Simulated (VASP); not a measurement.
# BiS (R-3m) in VASP: notebook

The runs below take BiS through single point, with B3LYP, PBE.

Everything below comes from runs of VASP 6.6.1. Logs are shortened: lines on timing, memory, paths and dates and some standing lists are left out, and cuts for length are marked.

## Step 1: The cell of the first run

The structure is trigonal, space group R-3m (No. 166). Conventional cell: a = 4.229 Å, b = 4.229 Å, c = 10.529 Å, α = 90.00°, β = 90.00°, γ = 120.00°. Within 4.0 Å of Bi (site symmetry -3m) lie 6 S at 3.01 Å. Within 4.0 Å of S (site symmetry -3m) lie 6 Bi at 3.01 Å.

## Step 2: Single point, B3LYP

File POSCAR:

```
BiS
1.0
    2.1142699295      1.2206743113      3.5098104664
   -2.1142699295      1.2206743113      3.5098104664
    0.0000000000     -2.4413486275      3.5098104646
Bi S
1 1
Direct
    0.0000000000      0.0000000000      0.0000000000
    0.5000000000      0.5000000000      0.5000000000
```

File INCAR.step1:

```
PREC = Accurate
ENCUT = 520
EDIFF = 1E-5
ISMEAR = -1
SIGMA = 0.05
LREAL = F
LASPH = T
NELM = 100
ALGO = Normal
ISIF = 2
LWAVE = T
GGA = PE
NBANDS = 18
```

File INCAR.step2:

```
PREC = Accurate
ENCUT = 520
EDIFF = 1E-6
ISMEAR = -1
SIGMA = 0.05
LREAL = F
LASPH = T
NELM = 100
ALGO = Normal
ISIF = 2
LWAVE = F
LCHARG = T
GGA = B3
LHFCALC = T
AEXX = 0.2
AGGAX = 0.72
AGGAC = 0.81
ALDAC = 0.19
PRECFOCK = Normal
LELF = T
LVHAR = T
ISTART = 1
NBANDS = 18
```

File KPOINTS:

```
regular mesh
0
Gamma
  4 4 4
```

Potentials or basis: VASP PAW PBE potentials, release 64 (Bi_d, S).

On the command line:

```console
$ cat potpaw_PBE.64/Bi_d/POTCAR potpaw_PBE.64/S/POTCAR > POTCAR
$ cp INCAR.step1 INCAR
$ mpirun -np 1 vasp_std > vasp.out
$ cp INCAR.step2 INCAR
$ mpirun -np 1 vasp_std > vasp.out
```

OUTCAR:

```text
PREC = Accurate
   ENCUT = 520
   EDIFF = 1E-6
   ISMEAR = -1
   LREAL = F
   LASPH = T
   NELM = 100
   ISIF = 2
   GGA = B3
   LHFCALC = T
   AEXX = 0.2
   PRECFOCK = Normal
   ISTART = 1

 ion  position               nearest neighbor table
   1  0.000  0.000  0.000-   2 3.01   2 3.01   2 3.01   2 3.01   2 3.01   2 3.01
   2  0.500  0.500  0.500-   1 3.01   1 3.01   1 3.01   1 3.01   1 3.01   1 3.01

  LATTYP: Found a trigonal (rhomboedric) cell.
 ALAT       =     4.2753891775
 COS(alpha) =     0.5108978695

  Lattice vectors:

 A1 = (   2.1142699295,   1.2206743113,   3.5098104664)
 A2 = (  -2.1142699295,   1.2206743113,   3.5098104664)
 A3 = (   0.0000000000,  -2.4413486275,   3.5098104646)

Analysis of symmetry for initial positions (statically):
=====================================================================
 Subroutine PRICEL returns:
 Original cell was already a primitive cell.

 Routine SETGRP: Setting up the symmetry group for a
 trigonal (rhombohedral) supercell.

 Subroutine GETGRP returns: Found 12 space group operations
 (whereof 12 operations were pure point group operations)
 out of a pool of 12 trial point group operations.

The static configuration has the point symmetry D_3d.

Analysis of symmetry for dynamics (positions and initial velocities):
=====================================================================
 Subroutine PRICEL returns:
 Original cell was already a primitive cell.

 Routine SETGRP: Setting up the symmetry group for a
 trigonal (rhombohedral) supercell.

 Subroutine GETGRP returns: Found 12 space group operations
 (whereof 12 operations were pure point group operations)
 out of a pool of 12 trial point group operations.

The dynamic configuration has the point symmetry D_3d.

 Subroutine INISYM returns: Found 12 space group operations
 (whereof 12 operations are pure point group operations),
 and found     1 'primitive' translations

----------------------------------------------------------------------------------------

                                     Primitive cell

  volume of cell :      54.3495

  direct lattice vectors                    reciprocal lattice vectors
     2.114269929  1.220674311  3.509810466     0.236488252  0.136536556  0.094971890
    -2.114269929  1.220674311  3.509810466    -0.236488252  0.136536556  0.094971890
     0.000000000 -2.441348628  3.509810465     0.000000000 -0.273073112  0.094971890

  length of vectors
     4.275389178  4.275389178  4.275389177     0.289116904  0.289116904  0.289116904

  position of ions in fractional coordinates (direct lattice)
     0.000000000  0.000000000  0.000000000
     0.500000000  0.500000000  0.500000000

  ion indices of the primitive-cell ions
   primitive index   ion index
                 1           1
                 2           2

----------------------------------------------------------------------------------------

 KPOINTS: regular mesh

Automatic generation of k-mesh.
 Grid dimensions read from file:
 generate k-points for:    4    4    4

 Generating k-lattice:

  Cartesian coordinates                     Fractional coordinates (reciprocal lattice)
     0.059122063  0.034134139  0.023742973     0.250000000  0.000000000  0.000000000
    -0.059122063  0.034134139  0.023742973     0.000000000  0.250000000  0.000000000
     0.000000000 -0.068268278  0.023742972    -0.000000000 -0.000000000  0.250000000

  Length of vectors
     0.072279226  0.072279226  0.072279226

  Shift w.r.t. Gamma in fractional coordinates (k-lattice)
     0.000000000  0.000000000  0.000000000

 Subroutine IBZKPT returns following result:
 ===========================================

 Found     13 irreducible k-points:

 Following reciprocal coordinates:
            Coordinates               Weight
  0.000000  0.000000  0.000000      1.000000
  0.250000  0.000000  0.000000      6.000000
  0.500000  0.000000  0.000000      3.000000
  0.250000  0.250000  0.000000      6.000000
  0.500000  0.250000  0.000000     12.000000
 -0.250000  0.250000  0.000000      6.000000
  0.500000  0.500000  0.000000      3.000000
  0.250000  0.250000  0.250000      2.000000
  0.500000  0.250000  0.250000      6.000000
 -0.250000  0.250000  0.250000      6.000000
  0.500000  0.500000  0.250000      6.000000
 -0.250000  0.500000  0.250000      6.000000
  0.500000  0.500000  0.500000      1.000000
   k-points           NKPTS =     13   k-points in BZ     NKDIM =     64   number of bands    NBANDS=     18
   number of dos      NEDOS =    301   number of ions     NIONS =      2
   total plane-waves  NPLWV =  32768
   dimension x,y,z NGX =    32 NGY =   32 NGZ =   32
   dimension x,y,z NGXF=    64 NGYF=   64 NGZF=   64
   ions per type =               1   1
   NGX,Y,Z   is equivalent  to a cutoff of  12.44, 12.44, 12.44 a.u.
   NGXF,Y,Z  is equivalent  to a cutoff of  24.89, 24.89, 24.89 a.u.
 SYSTEM =  unknown system
   PREC   = accura    normal or accurate (medium, high low for compatibility)
   ISTART =      1    job   : 0-new  1-cont  2-samecut
   ICHARG =      0    charge: 1-file 2-atom 10-const
   ISPIN  =      1    spin polarized calculation?
   LNONCOLLINEAR =      F non collinear calculations
   LSORBIT =      F    spin-orbit coupling
   LASPH  =      T    aspherical Exc in radial PAW
   ENCUT  =  520.0 eV  38.22 Ry    6.18 a.u.   7.95  7.95  7.95*2*pi/ulx,y,z
   NELM   =    100;   NELMIN=  2; NELMDL=  0     # of ELM steps
   EDIFF  = 0.1E-05   stopping-criterion for ELM
   LREAL  =      F    real-space projection
   EDIFFG = 0.1E-04   stopping-criterion for IOM
   NSW    =      0    number of steps for IOM
   IBRION =     -1    ionic relax: 0-MD 1-quasi-New 2-CG
   NFREE  =      0    steps in history (QN), initial steepest desc. (CG)
   ISIF   =      2    stress and relaxation
   ISYM   =      3    0-nonsym 1-usesym 2-fastsym
   POTIM  = 0.5000    time-step for ionic-motion
   TEBEG  =    0.0;   TEEND  =   0.0 temperature during run
   PSTRESS=    0.0 pullay stress
   NELECT =      21.0000    total number of electrons
   NUPDOWN=      -1.0000    fix difference up-down
   EMIN   =  10.00;   EMAX   =-10.00  energy-range for DOS
   EFERMI =   0.00;   METHOD = LEGACY
   ISMEAR =    -1;   SIGMA  =   0.05  broadening in eV -4-tet -1-fermi 0-gaus
   EFERMI_NEDOS =   21; number of points for ismear=-14 and -15
   IALGO  =     38    algorithm
   IMIX   =      1    mixing-type and parameters
     AMIX     =   0.40;   BMIX     =  1.00
     AMIX_MAG =   1.60;   BMIX_MAG =  1.00
  volume/ion in A,a.u.               =      27.17       183.38
  Fermi-wavevector in a.u.,A,eV,Ry     =   1.192384  2.253279 19.344492  1.421780
  Thomas-Fermi vector in A             =   2.328424
   LORBIT       =      0    0 simple, 1 ext, 2 COOP (PROOUT), +10 PAW based schemes
   GGA     = B3    functional components
   LHFCALC =     T    Hartree Fock is set to
   PRECFOCK=normal    Normal, Fast or Accurate (Low or Medium for compatibility)
   ENCUT4O =  -1.0   cutoff for four orbital integrals eV
   NKREDX  =     1    reduce k-point grid by
   NKREDY  =     1    reduce k-point grid by
   NKREDZ  =     1    reduce k-point grid by
   AEXX    =    0.2000 exact exchange contribution
   HFSCREEN=    0.0000 screening length (either q_TF or 0.3 A-1)
   HFSCREENC=   0.0000 screening length for correlation (either q_TF or 0.3 A-1)
   ENCUTFOCK=  -1.0 apply spherical cutoff to Coloumb kernel
   IVDW    =     0    specifies the selected vdW correction
   LEPSILON=     F    determine dielectric tensor
   LRPA    =     F    only Hartree local field effects (RPA)
 non-spin polarized calculation
  energy-cutoff  :      520.00
  volume of cell :       54.35
 maximum number of plane-waves:      1476
  NGX = 24; NGY = 24; NGZ = 24

 number of electron      21.0000003 magnetization

 Free energy of the ion-electron system (eV)
  ---------------------------------------------------
  ext. energy  EPLUGINS =         0.00000000
  ---------------------------------------------------
  free energy    TOTEN  =        -9.24790297 eV

  energy without entropy =       -9.24175906  energy(sigma->0) =       -9.24483101

 E-fermi :   7.0570     XC(G=0):  -7.6951

 val. band max:        6.5492331401   @ k =  -0.2500   0.5000   0.2500
 cond. band min:       7.0922985517   @ k =  -0.2500   0.2500   0.0000
 fundamental gap:      0.5430654116
 Fermi energy:         7.0570037220

 k-point     1 :       0.0000    0.0000    0.0000
  band No.  band energies     occupation
      1     -18.8519      2.00000
      2     -18.8519      2.00000
      3     -18.8367      2.00000
      4     -18.8367      2.00000
      5     -18.8358      2.00000
      6      -9.8069      2.00000
[... 10 lines left out ...]
     17      14.8704      0.00000
     18      15.2195      0.00000

 k-point     2 :       0.2500    0.0000    0.0000
  band No.  band energies     occupation
      1     -18.8535      2.00000
      2     -18.8436      2.00000
      3     -18.8406      2.00000
      4     -18.8385      2.00000
      5     -18.8273      2.00000
      6      -9.2230      2.00000
[... 10 lines left out ...]
     17      17.7196      0.00000
     18      18.0639      0.00000

 k-point     3 :       0.5000    0.0000    0.0000
  band No.  band energies     occupation
      1     -18.8569      2.00000
      2     -18.8472      2.00000
      3     -18.8389      2.00000
      4     -18.8320      2.00000
      5     -18.8180      2.00000
      6      -8.2116      2.00000
[... 10 lines left out ...]
     17      16.9039      0.00000
     18      18.4239      0.00000

 k-point     4 :       0.2500    0.2500    0.0000
  band No.  band energies     occupation
      1     -18.8591      2.00000
      2     -18.8455      2.00000
      3     -18.8420      2.00000
      4     -18.8298      2.00000
      5     -18.8258      2.00000
      6      -9.0607      2.00000
[... 144 lines left out ...]
      4     -18.8224      2.00000
      5     -18.8218      2.00000
      6      -8.1786      2.00000
[... 10 lines left out ...]
     17      17.8712      0.00000
     18      18.4040      0.00000

 k-point    12 :      -0.2500    0.5000    0.2500
  band No.  band energies     occupation
      1     -18.8640      2.00000
      2     -18.8424      2.00000
      3     -18.8388      2.00000
      4     -18.8312      2.00000
      5     -18.8161      2.00000
      6      -7.8799      2.00000
[... 10 lines left out ...]
     17      18.8004      0.00000
     18      19.1755      0.00000

 k-point    13 :       0.5000    0.5000    0.5000
  band No.  band energies     occupation
      1     -18.8589      2.00000
      2     -18.8589      2.00000
      3     -18.8315      2.00000
      4     -18.8228      2.00000
      5     -18.8228      2.00000
      6      -8.2373      2.00000
[... 10 lines left out ...]
     17      16.7138      0.00000
     18      18.4875      0.00000

------------------------ aborting loop because EDIFF is reached ----------------------------------------

  FORCE on cell =-STRESS in cart. coord.  units (eV):
  Direction    XX          YY          ZZ          XY          YZ          ZX
  --------------------------------------------------------------------------------------
  -------------------------------------------------------------------------------------
  Total       -0.0238092     -0.0238092     -0.0202861      0.0000000     -0.0000000      0.0000000
  in kB       -0.7018767     -0.7018767     -0.5980183      0.0000000     -0.0000000      0.0000000
  external PRESSURE =      -0.6672572 kB  Pullay stress =       0.0000000 kB

 VOLUME and BASIS-vectors are now :
 -----------------------------------------------------------------------------
  energy-cutoff  :      520.00
  volume of cell :       54.35
      direct lattice vectors                 reciprocal lattice vectors
     2.114269929  1.220674311  3.509810466     0.236488252  0.136536556  0.094971890
    -2.114269929  1.220674311  3.509810466    -0.236488252  0.136536556  0.094971890
     0.000000000 -2.441348628  3.509810465     0.000000000 -0.273073112  0.094971890

 POSITION                                       TOTAL-FORCE (eV/Angst)
 -----------------------------------------------------------------------------------
      0.00000      0.00000      0.00000        -0.000000      0.000000     -0.000000
      0.00000     -0.00000      5.26472         0.000000     -0.000000      0.000000
 -----------------------------------------------------------------------------------
    total drift:                               -0.000002     -0.000001      0.000001

  FREE ENERGIE OF THE ION-ELECTRON SYSTEM (eV)
  ---------------------------------------------------
  free  energy   TOTEN  =        -9.2479029662 eV

  energy  without entropy=       -9.2417590572  energy(sigma->0) =       -9.24483101
```

Run time: 14 min. Hardware: 1 thread of Intel Xeon Platinum 8375C at 2.90GHz (Ice Lake), shared host; peak memory 0.19 GiB.

What came out:

```yaml
Free_energy: -9.2479 eV
Pressure: -0.1 GPa
Band_gap_on_the_k_mesh: zero (an odd number of electrons rules out a gap without spin polarisation)
```

Caveat: the k points lie up to 0.45 Å⁻¹ apart, too coarse for converged energies and pressures of a metal; the PAW data sets were made with another functional, which shifts forces and pressure a little; spin-orbit coupling is left out, which moves the levels of the heavy elements.

## Step 3: Single point, PBE (25.36 Å³/atom)

This run uses another cell than the first one, of 25.36 Å³/atom.

File INCAR:

```
PREC     = Accurate       # precision mode
ENCUT    = 520            # plane-wave cutoff, eV
EDIFF    = 1E-6           # SCF threshold, eV
ISMEAR   = -1             # smearing method
SIGMA    = 0.05           # smearing width, eV
LREAL    = False          # projectors in reciprocal space
LASPH    = True           # aspherical terms in the spheres
NELM     = 60             # most SCF steps
ALGO     = Normal         # electronic algorithm
ISIF     = 2              # what is computed and relaxed
LWAVE    = False          # write WAVECAR
LCHARG   = False          # write CHGCAR
GGA      = PE             # functional
NBANDS   = 18             # bands
```

File KPOINTS:

```
regular mesh
0
Gamma
  8 8 8
```

File POSCAR:

```
BiS
1.0
    2.0662124438      1.1929283061      3.4290289091
   -2.0662124438      1.1929283061      3.4290289091
    0.0000000000     -2.3858566220      3.4290289091
Bi S
1 1
Direct
    0.0000000000      0.0000000000      0.0000000000
    0.5000000000      0.5000000000      0.5000000000
```

Potentials or basis: VASP PAW PBE potentials, release 64 (Bi_d, S).

On the command line:

```console
$ cat potpaw_PBE.64/Bi_d/POTCAR potpaw_PBE.64/S/POTCAR > POTCAR
$ mpirun -np 1 vasp_std > vasp.out
```

Run time: 44 s. Hardware: 1 thread of Intel Xeon Platinum 8488C (Sapphire Rapids), shared host; peak memory 0.2 GiB.

It converged, with:

* Free energy: -8.1309 eV
* Pressure: 2.5 GPa
* Band gap on the k mesh: zero (an odd number of electrons rules out a gap without spin polarisation)

Stress tensor (GPa, compression positive):
```
2.26 0.00 0.00
0.00 2.26 0.00
0.00 0.00 3.07
```

Levels at points of the mesh, in eV from the Fermi level:
```csv
k point,band 7,band 8,band 9,band 10,band 11,band 12,band 13,band 14
"(0.00, 0.00, 0.00)",-8.70,-3.59,-3.45,-3.45,2.85,2.85,2.88,5.15
"(0.50, 0.00, 0.00)",-11.79,-3.08,-3.03,-1.87,-1.48,-0.32,-0.25,7.34
"(0.50, 0.50, 0.00)",-10.40,-6.77,-4.98,-4.87,2.39,3.66,3.66,4.04
"(0.50, 0.50, 0.50)",-11.85,-3.00,-3.00,-1.79,-1.36,-0.17,-0.17,7.31
```

Caveat: spin-orbit coupling is left out, which moves the levels of the heavy elements.

(Part 1 of 2 ends here.)
